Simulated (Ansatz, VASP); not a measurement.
## Two plane-wave programs on Bi4C

File INCAR:

```
ALGO = Fast
EDIFF = 1E-7
EDIFFG = -0.01
ENCUT = 600
GGA = PE
IBRION = 2
ISIF = 3
ISMEAR = 0
LASPH = True
LCHARG = False
LREAL = False
LWAVE = False
NELM = 80
NSW = 100
PREC = Accurate
SIGMA = 0.1
```

The input KPOINTS:

```
k-points
0
Gamma
  8 8 8
```

POSCAR

```
Bi4C
1.0
   -3.2786466769      3.2786466769      3.2786466769
    3.2786466769     -3.2786466769      3.2786466769
    3.2786466769      3.2786466769     -3.2786466769
Bi C
4 1
Direct
    0.5000000000      0.5000000000      0.5000000000
    0.5000000000      0.0000000000      0.0000000000
    0.0000000000      0.0000000000      0.5000000000
    0.0000000000      0.5000000000      0.0000000000
    0.0000000000      0.0000000000      0.0000000000
```

Input for Ansatz:

```yaml
crystal:
  lattice:
    - [-3.2786466769, 3.2786466769, 3.2786466769]
    - [3.2786466769, -3.2786466769, 3.2786466769]
    - [3.2786466769, 3.2786466769, -3.2786466769]
  atoms:
    - { symbol: Bi, position: [0.5, 0.5, 0.5] }
    - { symbol: Bi, position: [0.5, 0.0, 0.0] }
    - { symbol: Bi, position: [0.0, 0.0, 0.5] }
    - { symbol: Bi, position: [0.0, 0.5, 0.0] }
    - { symbol: C, position: [0.0, 0.0, 0.0] }
basis:
  ecutwfc: 420
kpoints:
  mp_grid: { grid: [8, 8, 8] }
hamiltonian:
  xc: pbe
scf:
  occupations: { method: gaussian, width: 0.1 }
output:
  forces: true
  stress: true
  eigenvalues: true
relax:
  adjacent_minimum: "off"
  f_tol: 0.01
  max_steps: 80
  cell: { stress_tol: 0.05 }
```

Change from the starting cell: species swapped into the Hg4Pt type (Im-3m, No. 229).

Alike in both runs: task relaxation of cell and atoms; functional PBE; k mesh 8 × 8 × 8; occupations gaussian, width 0.1 eV; no spin polarisation.

|  | VASP | Ansatz |
| --- | --- | --- |
| version | VASP 6.6.1 | Ansatz 0.2.0 |
| potentials or method | VASP PAW PBE potentials, release 64 (Bi_d, C), cutoff 600 eV | scalar-relativistic, plane waves, PAW |
| valence electrons in the cell | 64 | 64 |

|  | VASP | Ansatz | Ansatz less VASP |
| --- | --- | --- | --- |
| gap on the k mesh at the Fermi level, each at its own relaxed structure (eV) | none | none | - |
| relaxed volume (Å³/atom) | 28.20 | 28.20 | 0.000 |
| relaxed length of the cell vector where the two differ most in proportion (Å) | 5.679 | 5.679 | 0.0000 |

A gap of «none» marks a metal or a gap that the smearing closes.

Neither program's run includes spin-orbit coupling. Noted on VASP's run: the relaxation stopped at its first step, so nothing moved.
